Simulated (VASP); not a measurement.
# KP3Ru: single point with PBE

Crystal: KP3Ru.

```
CELL_PARAMETERS angstrom
4.61566 0.00000 0.00000
0.00000 4.61566 0.00000
0.00000 0.00000 4.61566
ATOMIC_POSITIONS crystal
K 0.50000 0.50000 0.50000
P 0.00000 0.50000 0.50000
P 0.50000 0.50000 0.00000
P 0.50000 0.00000 0.50000
Ru 0.00000 0.00000 0.00000
```

The cell was generated, and may not be a known phase.

```yaml
Program: VASP 6.6.1
Task: single point
Functional: PBE
Potentials_or_basis: VASP PAW PBE potentials, release 64 (K_sv, P, Ru_pv)
Cutoff: 520 eV
k_mesh: 4 × 4 × 4
Occupations: gaussian, width 0.1 eV
Spin: no spin polarisation
```

* Pressure: 7.3 GPa
* Band gap on the k mesh: zero (bands 19 and 20 overlap by 0.88 eV)

Levels at points of the mesh, in eV from the Fermi level:
```tsv
k point	band 15	band 16	band 17	band 18	band 19	band 20	band 21	band 22	band 23	band 24
(0.00, 0.00, 0.00)	-0.93	-0.93	-0.84	-0.84	-0.23	-0.23	-0.23	1.55	2.64	2.64
(0.50, 0.00, 0.00)	-2.14	-2.14	-1.94	-0.82	-0.46	0.89	0.89	1.10	2.29	2.29
(0.50, 0.50, 0.00)	-1.54	-1.54	-1.47	-0.68	-0.52	-0.28	0.65	0.65	1.39	2.23
(0.50, 0.50, 0.50)	-1.41	-1.41	-0.49	-0.49	-0.46	-0.46	-0.46	0.21	1.87	1.87
```

Wall time 78 s on 1 thread of Oxide Virtual Turin-like Processor, with other jobs on the host, peak memory 0.18 GiB.

Caveat: the cell stands under pressure.
